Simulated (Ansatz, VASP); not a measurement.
## Hf in VASP and in Ansatz

Contents of INCAR:

```
SYSTEM = Hf
ALGO = Normal
EDIFF = 1E-6
ENCUT = 520
GGA = PS
ISIF = 2
ISMEAR = 0
LASPH = .True.
LCHARG = .False.
LREAL = .False.
LWAVE = .False.
NBANDS = 11
NELM = 100
PREC = Accurate
SIGMA = 0.15
```

File KPOINTS:

```
k-points
0
Gamma
  18 18 18
  0 0 0
```

The input POSCAR:

```
Hf
1.0
    0.0000000000      2.2200000000      2.1534000000
    2.2200000000      0.0000000000      2.1534000000
    2.2200000000      2.2200000000      0.0000000000
Hf
1
Direct
    0.0000000000      0.0000000000      0.0000000000
```

Input for Ansatz:

```yaml
crystal:
  lattice:
    - [0.0, 2.22, 2.1534]
    - [2.22, 0.0, 2.1534]
    - [2.22, 2.22, 0.0]
  atoms:
    - { symbol: Hf, position: [0.0, 0.0, 0.0] }
basis:
  ecutwfc: 420
kpoints:
  mp_grid: { grid: [18, 18, 18] }
hamiltonian:
  xc: pbesol
scf:
  occupations: { method: gaussian, width: 0.15 }
output:
  forces: true
  stress: true
  eigenvalues: true
```

Change from the starting cell: strain -0.0300 x Voigt [0, 0, 1, 0, 0, 0], atoms carried along.

Alike in both runs: task single point; functional PBEsol; k mesh 18 × 18 × 18; occupations gaussian, width 0.15 eV; no spin polarisation.

|  | VASP | Ansatz |
| --- | --- | --- |
| version | VASP 6.6.1 | Ansatz 0.2.0 |
| potentials or method | VASP PAW PBE potentials, release 64 (Hf_pv), cutoff 520 eV | scalar-relativistic, plane waves, PAW |
| valence electrons in the cell | 10 | 26 |

```csv
,VASP,Ansatz,Ansatz less VASP
gap on the k mesh at the Fermi level (eV),none,none,-
pressure (GPa),1.4,1.8,+0.39
"traceless stress, the component that is largest in VASP (GPa)",1.13,1.11,-0.015
```

VASP's potentials were made for PBE, not for PBEsol. A gap of «none» marks a metal or a gap that the smearing closes. VASP's potentials hold 10 valence electrons a cell and Ansatz's 26, so a difference there can come from the potentials and not from the codes.

Spin-orbit coupling is off throughout.
